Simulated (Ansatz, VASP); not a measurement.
## TaN in VASP and in Ansatz

```
Ta N
1.0
     0.00000    2.13542    2.17900
     2.13542    0.00000    2.17900
     2.13542    2.13542    0.00000
Ta N
1 1
Direct
  0.50000 0.50000 0.50000
  0.00000 0.00000 0.00000
```

Change from the starting cell: strain -0.0200 x Voigt [1, 1, 0, 0, 0, 0], atoms carried along.

Alike in both runs: task single point; functional PBE; k mesh 18 × 18 × 18; occupations gaussian, width 0.15 eV; no spin polarisation.

```csv
,VASP,Ansatz
version,VASP 6.6.1,Ansatz 0.2.0
potentials or method,"VASP PAW PBE potentials, release 64 (Ta_pv, N), cutoff 520 eV","scalar-relativistic, plane waves, PAW"
valence electrons in the cell,16,18
```

```tsv
	VASP	Ansatz	Ansatz less VASP
gap on the k mesh at the Fermi level (eV)	none	none	-
pressure (GPa)	33.4	32.2	-1.20
traceless stress, the component that is largest in VASP (GPa)	-11.10	-11.03	+0.067
```

A gap of «none» marks a metal or a gap that the smearing closes. Both programs put the cell under a high pressure, so it lies far from rest at this level. With one functional, cell and mesh, what is left measures potentials, basis and numerics. VASP's potentials hold 16 valence electrons a cell and Ansatz's 18, so a difference there can come from the potentials and not from the codes.

Neither program's run includes spin-orbit coupling.
